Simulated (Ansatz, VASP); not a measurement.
## One calculation of TaAl5N6, two programs

```xyz
12
Lattice="2.9407 0.0000 0.0000 0.0000 2.9407 0.0000 0.0000 0.0000 12.5316" Properties=species:S:1:pos:R:3 pbc="T T T"
Ta    1.4703    1.4703    0.0000
Al    0.0000    0.0000   10.2900
Al    0.0000    0.0000    2.2416
Al    1.4703    1.4703    4.2646
Al    0.0000    0.0000    6.2658
Al    1.4703    1.4703    8.2671
N     0.0000    0.0000    0.0000
N     1.4703    1.4703    2.2642
N     0.0000    0.0000    4.2604
N     1.4703    1.4703    6.2658
N     0.0000    0.0000    8.2712
N     1.4703    1.4703   10.2675
```

Alike in both runs: functional PBE; k mesh 6 × 6 × 2; occupations gaussian, width 0.1 eV; no spin polarisation.

Ansatz relaxed the structure, and its values are those at the end. VASP's run is a single point on that final structure, the one shown.

|  | VASP | Ansatz |
| --- | --- | --- |
| version | VASP 6.6.1 | Ansatz 0.2.0 |
| potentials or method | VASP PAW PBE potentials, release 64 (Ta_pv, Al, N), cutoff 520 eV | scalar-relativistic, plane waves, PAW |
| valence electrons in the cell | 56 | 58 |

|  | VASP | Ansatz | Ansatz less VASP |
| --- | --- | --- | --- |
| gap on the k mesh at the Fermi level (eV) | none | none | - |
| pressure (GPa) | 0.0 | 0.0 | -0.01 |
| rms of the force components (eV/Å) | 0.004 | 0.002 | -0.0025 |

A gap of «none» marks a metal or a gap that the smearing closes. VASP's potentials hold 56 valence electrons a cell and Ansatz's 58, so a difference there can come from the potentials and not from the codes.

Spin-orbit coupling is off throughout.
